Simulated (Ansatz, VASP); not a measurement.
## One calculation of Se, two programs

File INCAR:

```
SYSTEM = Se
PREC = Accurate ; ENCUT = 520
EDIFF = 1E-6 ; ISMEAR = -1
SIGMA = 0.03 ; LREAL = .False.
LASPH = .True. ; NELM = 100
ALGO = Normal ; ISIF = 2
LWAVE = .False. ; LCHARG = .False.
GGA = PE ; NBANDS = 13
```

KPOINTS

```
regular mesh
0
Gamma
  19 19 10
  0 0 0
```

File POSCAR:

```
Se
1.0
    3.6092353013      0.0000000000      0.0000000000
   -1.8046176506      3.1256894592      0.0000000000
    0.0000000000      0.0000000000      3.7356380842
Se
2
Direct
    0.3333333333      0.6666666667      0.2500000000
    0.6666666667      0.3333333333      0.7500000000
```

Input for Ansatz:

```yaml
crystal:
  lattice:
    - [3.6092353013, 0.0, 0.0]
    - [-1.8046176506, 3.1256894592, 0.0]
    - [0.0, 0.0, 3.7356380842]
  atoms:
    - { symbol: Se, position: [0.3333333333, 0.6666666667, 0.25] }
    - { symbol: Se, position: [0.6666666667, 0.3333333333, 0.75] }
kpoints:
  mp_grid: { grid: [19, 19, 10] }
scf:
  occupations: { method: fermi_dirac, width: 0.03 }
hamiltonian:
  xc: pbe
  pseudopotentials: { kind: all_electron, lapw: { basis_error: 0.0005 } }
output:
  forces: true
  stress: true
  eigenvalues: true
```

Change from the starting cell: volume scaled by 0.9405.

Alike in both runs: task single point; functional PBE; k mesh 19 × 19 × 10; occupations fermi-dirac, width 0.03 eV; no spin polarisation.

```csv
,VASP,Ansatz
version,VASP 6.6.1,Ansatz 0.2.0
potentials or method,"VASP PAW PBE potentials, release 64 (Se), cutoff 520 eV","all-electron LAPW, scalar-relativistic"
```

Ansatz gave:

```
pressure (GPa)                                                : 4.7
traceless stress, the component that is largest in VASP (GPa) : 1.70
```

Question: What did VASP give for the same quantities?

Answer: Pressure (GPa): 4.7; traceless stress, the component that is largest in VASP (GPa): 1.72.

Ansatz ran all-electron here, and VASP with PAW potentials.
